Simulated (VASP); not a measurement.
Here is a VASP 6.6.1 calculation.

File INCAR:

```
  ALGO = Normal
  EDIFF = 1E-7
  ENCUT = 520
  GGA = PE
  ISIF = 2
  ISMEAR = 0
  LASPH = True
  LCHARG = False
  LREAL = Auto
  LUSENCCL = False
  LWAVE = False
  NBANDS = 246
  NELM = 100
  PREC = Accurate
  SIGMA = 0.01
```

KPOINTS

```
Automatic mesh
0
Gamma
  2 2 2
  0.5 0.5 0.5
```

File POSCAR:

```
Ga24CN22O
1.0
    3.2184289061     -5.5744823859     -5.2430304973
   -6.4368578122      0.0000000000     -5.2430304973
    3.2184289061      5.5744823859     -5.2430304973
Ga C N O
24 1 22 1
Direct
    0.3336227706      0.5002894373      0.1669561039
    0.0002894373      0.1669561039      0.8336227706
    0.6669561039      0.3336227706      0.0002894373
    0.1669561039      0.8336227706      0.0002894373
    0.1669561039      0.3336227706      0.5002894373
    0.8336227706      0.0002894373      0.1669561039
    0.5002894373      0.6669561039      0.8336227706
    0.8336227706      0.5002894373      0.6669561039
    0.5002894373      0.1669561039      0.3336227706
    0.3336227706      0.0002894373      0.6669561039
    0.0002894373      0.6669561039      0.3336227706
    0.6748502925      0.8287535679      0.5066345213
    0.6771297076      0.5155652339      0.3291667744
    0.3336227706      0.1669561039      0.0002894373
    0.0002894373      0.3336227706      0.1669561039
    0.5044191696      0.8412889956      0.1622061812
    0.5002894373      0.3336227706      0.6669561039
    0.1669561039      0.0002894373      0.3336227706
    0.8336227706      0.6669561039      0.0002894373
    0.1669561039      0.5002894373      0.8336227706
    0.8336227706      0.1669561039      0.5002894373
    0.6669561039      0.0002894373      0.8336227706
    0.3314471404      0.6719618970      0.4961558206
    0.0002894373      0.8336227706      0.6669561039
    0.5448940378      0.7156739667      0.3741836490
    0.2080438961      0.3747105627      0.0413772294
    0.8747105627      0.5413772294      0.2080438961
    0.3747105627      0.0413772294      0.2080438961
    0.3747105627      0.5413772294      0.7080438961
    0.0413772294      0.2080438961      0.3747105627
    0.7080438961      0.8747105627      0.0413772294
    0.0413772294      0.7080438961      0.8747105627
    0.7080438961      0.3747105627      0.5413772294
    0.5413772294      0.2080438961      0.8747105627
    0.2080438961      0.8747105627      0.5413772294
    0.8747105627      0.0413772294      0.7080438961
    0.5413772294      0.3747105627      0.2080438961
    0.2080438961      0.0413772294      0.8747105627
    0.8747105627      0.2080438961      0.0413772294
    0.3747105627      0.7080438961      0.0413772294
    0.3747105627      0.2080438961      0.5413772294
    0.0413772294      0.8747105627      0.2080438961
    0.7080438961      0.5413772294      0.8747105627
    0.0413772294      0.3747105627      0.7080438961
    0.7080438961      0.0413772294      0.3747105627
    0.5413772294      0.8747105627      0.7080438961
    0.2080438961      0.5413772294      0.3747105627
    0.8747105627      0.7080438961      0.5413772294
```

Potentials or basis: VASP PAW PBE potentials, release 64 (Ga_d, C, N, O).

Run with:

```sh
$ cat potpaw_PBE.64/Ga_d/POTCAR potpaw_PBE.64/C/POTCAR potpaw_PBE.64/N/POTCAR potpaw_PBE.64/O/POTCAR > POTCAR
$ mpirun -np 1 vasp_std > vasp.out
```

Q: What does it give for the largest force?

A: 3.812 eV/Å.

Q: Estimate the band gap on the k mesh.

A: 2.15 eV.

Q: Estimate the pressure.

A: 1.4 GPa.

Forces on the atoms (eV/Å):
```
Ga   0.103 -0.396 -0.364
Ga   0.139  0.106 -0.106
Ga   0.147  0.481  0.118
Ga   0.256 -0.355 -0.227
Ga   0.107 -0.246  0.006
Ga  -0.148  0.291  0.086
Ga  -0.175  0.329  0.307
Ga   1.608  1.003  0.988
Ga  -0.109 -0.156 -0.060
Ga  -0.003 -0.204 -0.092
Ga   0.091 -1.944  0.567
Ga  -3.047  1.216  1.942
Ga   0.030  2.308  1.624
Ga   0.037  0.094 -0.267
Ga   0.201 -0.144 -0.024
Ga   1.255  1.172  0.178
Ga  -0.359 -0.059 -0.067
Ga  -0.068 -0.334 -0.260
Ga  -0.262  0.192 -0.059
Ga   0.315 -0.348 -0.334
Ga  -0.442 -0.069  0.150
Ga  -0.061  0.281 -0.010
Ga   1.081 -1.218 -0.665
Ga   0.008 -0.124 -2.040
C    0.202  0.087  0.101
N   -0.138  0.154  0.162
N    0.281 -1.352 -0.773
N   -0.806  0.118  0.077
N   -0.068  0.351  0.180
N    0.030 -0.003 -0.041
N   -0.270 -1.148 -0.204
N   -0.292  0.001  0.563
N   -0.002 -0.455 -0.566
N    0.041 -0.120  0.045
N   -0.516  0.936  0.496
N    0.302 -0.175  0.443
N    0.097 -0.287 -0.152
N   -0.070  0.048  0.132
N   -0.035 -0.168 -0.008
N   -0.377 -0.081  0.187
N    0.062  0.140  0.080
N    0.231  0.491  0.054
N   -0.250 -0.563 -0.236
N   -0.514  0.007 -0.014
N    0.505 -0.189 -0.720
N    0.349 -0.033 -0.699
N   -0.380  0.898  0.383
O    0.917 -0.533 -0.882
```
